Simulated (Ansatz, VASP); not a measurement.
## One calculation of Pb, two programs

File INCAR:

```
SYSTEM = Pb
PREC = Accurate
ENCUT = 520
EDIFF = 1E-8
ISMEAR = -1
SIGMA = 0.05
LREAL = .FALSE.
LASPH = .TRUE.
NELM = 60
ALGO = Normal
ISIF = 2
LWAVE = .FALSE.
LCHARG = .FALSE.
LEFG = .TRUE.
NBANDS = 21
```

The input KPOINTS:

```
regular mesh
0
G
  8 8 8
  0 0 0
```

Contents of POSCAR:

```
Pb
1.0
    0.0000000000      3.4390000555      3.4390000555
    3.4390000555      0.0000000000      3.4390000555
    3.4390000555      3.4390000555      0.0000000000
Pb
2
Direct
    0.0000000000      0.0000000000      0.0000000000
    0.2500000000      0.2500000000      0.2500000000
```

Input for Ansatz:

```yaml
crystal:
  lattice:
    - [0.0, 3.4390000555, 3.4390000555]
    - [3.4390000555, 0.0, 3.4390000555]
    - [3.4390000555, 3.4390000555, 0.0]
  atoms:
    - { symbol: Pb, position: [0.0, 0.0, 0.0] }
    - { symbol: Pb, position: [0.25, 0.25, 0.25] }
kpoints:
  mp_grid: { grid: [8, 8, 8] }
  band_path:
    path:
      - [0.0, 0.0, 0.0]
      - [0.5, 0.0, 0.5]
      - [0.625, 0.25, 0.625]
      - [0.375, 0.375, 0.75]
      - [0.0, 0.0, 0.0]
      - [0.5, 0.5, 0.5]
      - [0.5, 0.25, 0.75]
      - [0.5, 0.0, 0.5]
    npoints: 8
scf:
  occupations: { method: fermi_dirac, width: 0.05 }
hamiltonian:
  xc: lda
  pseudopotentials: { kind: all_electron, datasets: crystal }
output:
  forces: true
  stress: true
  eigenvalues: true
  efg: { contact_densities: true }
```

Alike in both runs: task electric field gradients; functional LDA; k mesh 8 × 8 × 8; occupations fermi-dirac, width 0.05 eV; no spin polarisation.

```csv
,VASP,Ansatz
version,VASP 6.6.1,Ansatz 0.2.0
potentials or method,"VASP PAW LDA potentials, release 64 (Pb_d), cutoff 520 eV","all-electron PAW with datasets made for the crystal, scalar-relativistic"
```

```csv
,VASP,Ansatz,Ansatz less VASP
pressure (GPa),-0.7,-0.7,-0.02
```

LDA's correlation is that of Perdew and Zunger in VASP and of Perdew and Wang (1992) in Ansatz. Ansatz ran all-electron here, and VASP with PAW potentials.

Spin-orbit coupling is off throughout.
